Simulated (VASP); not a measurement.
Input of a VASP 6.6.1 run:

POSCAR

```
CO2
1.0
   -1.9548127153      1.9548127153      2.9673315043
    1.9548127153     -1.9548127153      2.9673315043
    1.9548127153      1.9548127153     -2.9673315043
C O
2 4
Direct
    0.0000000000      0.0000000000      0.0000000000
    0.7500000000      0.2500000000      0.5000000000
    0.3750000000      0.2923507872      0.4173507872
    0.7076492128      0.1250000000      0.0826492128
    0.8750000000      0.9576492128      0.5826492128
    0.0423507872      0.6250000000      0.9173507872
```

Contents of INCAR.step1:

```
  PREC = Accurate
  ENCUT = 520
  EDIFF = 1E-5
  ISMEAR = 0
  SIGMA = 0.01
  LREAL = False
  LASPH = True
  NELM = 60
  ALGO = Normal
  ISIF = 2
  LWAVE = True
  LCHARG = False
  GGA = PE
  NBANDS = 25
  KPAR = 4
```

Contents of INCAR.step2:

```
  PREC = Accurate
  ENCUT = 520
  EDIFF = 1E-7
  ISMEAR = 0
  SIGMA = 0.01
  LREAL = False
  LASPH = True
  NELM = 60
  ALGO = Normal
  ISIF = 2
  LWAVE = False
  LCHARG = False
  METAGGA = R2SCAN
  LHFCALC = True
  AEXX = 0.1
  LMIXTAU = True
  PRECFOCK = Fast
  ISTART = 1
  NBANDS = 25
  KPAR = 4
```

KPOINTS

```
Automatic mesh
0
Gamma
  6 6 6
```

Potentials or basis: VASP PAW PBE potentials, release 64 (C, O).

Launch:

```bash
$ cat potpaw_PBE.64/C/POTCAR potpaw_PBE.64/O/POTCAR > POTCAR
$ cp INCAR.step1 INCAR
$ mpirun -np 4 vasp_std > vasp.out
$ cp INCAR.step2 INCAR
$ mpirun -np 4 vasp_std > vasp.out
```

Task: Estimate the largest force.

Result: 0.091 eV/Å.

Task: What does it give for the band gap on the k mesh?

Result: 9.54 eV (least direct gap 9.90 eV).

Task: Predict the pressure.

Result: -1.1 GPa.

Stress tensor (GPa, compression positive):
```
-1.26  0.00  0.00
 0.00 -1.26  0.00
 0.00  0.00 -0.84
```

Caveat: the PAW data sets were made with another functional, which shifts forces and pressure a little. A k mesh can miss the band edges.
